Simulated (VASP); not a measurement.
Set up this calculation in VASP 6.6.1, as the native input.

```yaml
Task: relaxation of cell and atoms
Functional: PBE
Potentials_or_basis: VASP PAW PBE potentials, release 64 (Al, C)
Cutoff: 600 eV
k_mesh: 4 × 4 × 4
Occupations: gaussian, width 0.1 eV
Spin: no spin polarisation
Dipole_correction: no
Further_INCAR_settings: ALGO = Normal; EDIFF = 1e-07; IBRION = 2; EDIFFG = -0.04; NSW = 90; ISIF = 3
```

The structure of Al7C lies in POSCAR:

```
Al7C
1.0
    0.0000000000      3.9519738900      3.9519738900
    3.9519738900      0.0000000000      3.9519738900
    3.9519738900      3.9519738900      0.0000000000
Al C
7 1
Direct
    0.2233681000      0.7766319000      0.7766319000
    0.7766319000      0.2233681000      0.2233681000
    0.7766319000      0.2233681000      0.7766319000
    0.2233681000      0.7766319000      0.2233681000
    0.7766319000      0.7766319000      0.2233681000
    0.2233681000      0.2233681000      0.7766319000
    0.5000000000      0.5000000000      0.5000000000
    0.0000000000      0.0000000000      0.0000000000
```

These files were run (other wordings do the same):

INCAR

```
  PREC = Accurate
  ENCUT = 600
  EDIFF = 1E-7
  ISMEAR = 0
  SIGMA = 0.1
  LREAL = F
  LASPH = T
  NELM = 80
  ALGO = Normal
  ISIF = 3
  LWAVE = F
  LCHARG = F
  GGA = PE
  IBRION = 2
  NSW = 90
  EDIFFG = -0.04
```

KPOINTS

```
regular mesh
0
Gamma
  4 4 4
```

Potentials or basis: VASP PAW PBE potentials, release 64 (Al, C).

Run with:

```console
$ cat potpaw_PBE.64/Al/POTCAR potpaw_PBE.64/C/POTCAR > POTCAR
$ mpirun -np 1 vasp_std > vasp.out
```

It gave:

- Relaxed volume: 24.89 Å³/atom
- Relaxed cell: a = 6.555 Å, b = 6.555 Å, c = 6.555 Å, α = 60.00°, β = 60.00°, γ = 60.00°
- Space group after relaxing (to 0.05 Å): Fm-3m (No. 225)
- Energy gained by relaxing: 943.8 meV/atom
- Ionic steps: 10
- Pressure after relaxing: -0.1 GPa
- Largest force after relaxing: 0.019 eV/Å

Caveat: the volume moved by over 15 % at a fixed basis, so the end points are rough.

Run time: 4 min on 1 thread of Intel(R) Xeon(R) Platinum 8488C (Sapphire Rapids), with other jobs on the host, peak memory 0.33 GiB.
